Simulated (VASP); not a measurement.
Input of a VASP 6.6.1 run:

INCAR

```
PREC = Accurate
ENCUT = 600
EDIFF = 1E-7
ISMEAR = 0
SIGMA = 0.02
LREAL = F
LASPH = T
NELM = 80
ALGO = Normal
ISIF = 3
LWAVE = F
LCHARG = F
GGA = PE
IBRION = 2
NSW = 80
EDIFFG = -0.01
```

File KPOINTS:

```
Automatic mesh
0
Gamma
  6 6 4
```

POSCAR

```
BaTe
1.0
    5.4225542475      0.0000000000      0.0000000000
   -2.7112771237      4.6960697317      0.0000000000
    0.0000000000      0.0000000000      8.8172181969
Ba Te
2 2
Direct
    0.3333333333      0.6666666667      0.9967051485
    0.6666666667      0.3333333333      0.4967051485
    0.3333333333      0.6666666667      0.3732948515
    0.6666666667      0.3333333333      0.8732948515
```

Potentials or basis: VASP PAW PBE potentials, release 64 (Ba_sv, Te).

Launch:

```bash
$ cat potpaw_PBE.64/Ba_sv/POTCAR potpaw_PBE.64/Te/POTCAR > POTCAR
$ mpirun -np 1 vasp_std > vasp.out
```

(1) What does it give for the relaxed volume?

(2) Predict the relaxed cell.

(3) Estimate the band gap on the k mesh.

(4) Estimate the space group after relaxing (to 0.1 Å).

Answers

(1) 54.67 Å³/atom.

(2) a = 5.995 Å, b = 5.995 Å, c = 7.026 Å, α = 90.00°, β = 90.00°, γ = 120.00°.

(3) 1.90 eV (least direct gap 2.18 eV).

(4) P6_3/mmc (No. 194).

Caveat: a cell axis changed by over 15 % at a fixed basis, so the end point is rough; spin-orbit coupling is left out, which moves the levels of the heavy elements.
